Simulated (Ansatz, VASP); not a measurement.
# Two plane-wave programs on CsH

POSCAR

```
CsH
1.0
    0.1195500000      3.1880000000      3.1880000000
    3.1880000000      0.1195500000      3.1880000000
    3.3075500000      3.3075500000      0.0000000000
Cs H
1 1
Direct
    0.0000000000      0.0000000000      0.0000000000
    0.5000000000      0.5000000000      0.5000000000
```

File INCAR.step1:

```
  ALGO = Normal
  EDIFF = 1E-4
  ENCUT = 520
  GGA = PE
  ISMEAR = 0
  LASPH = T
  LCHARG = F
  LREAL = F
  LWAVE = T
  NBANDS = 12
  NELM = 60
  PREC = Accurate
  SIGMA = 0.05
```

The input INCAR.step2:

```
  ALGO = Normal
  EDIFF = 1E-6
  ENCUT = 520
  ISIF = 2
  ISMEAR = 0
  ISTART = 1
  LASPH = T
  LCHARG = T
  LELF = T
  LMIXTAU = T
  LREAL = F
  LVHAR = T
  LWAVE = F
  METAGGA = R2SCAN
  NBANDS = 12
  NELM = 60
  PREC = Accurate
  SIGMA = 0.05
```

The input KPOINTS:

```
k-points
0
Gamma
  6 6 6
```

Input for Ansatz:

```yaml
crystal:
  lattice:
    - [0.11955, 3.188, 3.188]
    - [3.188, 0.11955, 3.188]
    - [3.30755, 3.30755, 0.0]
  atoms:
    - { symbol: Cs, position: [0.0, 0.0, 0.0] }
    - { symbol: H, position: [0.5, 0.5, 0.5] }
basis:
  ecutwfc: 500
kpoints:
  mp_grid: { grid: [6, 6, 6] }
hamiltonian:
  xc: r2scan
scf:
  occupations: { method: gaussian, width: 0.05 }
output:
  forces: true
  stress: true
  eigenvalues: true
```

Change from the starting cell: strain +0.0750 x Voigt [0, 0, 0, 0, 0, 1], atoms carried along.

Alike in both runs: task single point; functional r2SCAN; k mesh 6 × 6 × 6; occupations gaussian, width 0.05 eV; no spin polarisation.

|  | VASP | Ansatz |
| --- | --- | --- |
| version | VASP 6.6.1 | Ansatz 0.2.0 |
| potentials or method | VASP PAW PBE potentials, release 64 (Cs_sv, H), cutoff 520 eV | scalar-relativistic, plane waves, PAW |
| valence electrons in the cell | 10 | 10 |

|  | VASP | Ansatz | Ansatz less VASP |
| --- | --- | --- | --- |
| gap on the k mesh at the Fermi level (eV) | 2.64 | 2.66 | +0.019 |
| least direct gap on the mesh (eV) | 2.65 | 2.67 | +0.018 |
| pressure (GPa) | 0.0 | 0.0 | -0.03 |
| traceless stress, the component that is largest in VASP (GPa) | -0.36 | -0.36 | +0.001 |

VASP's potentials were made for PBE, not for r2SCAN.

Neither program's run includes spin-orbit coupling.
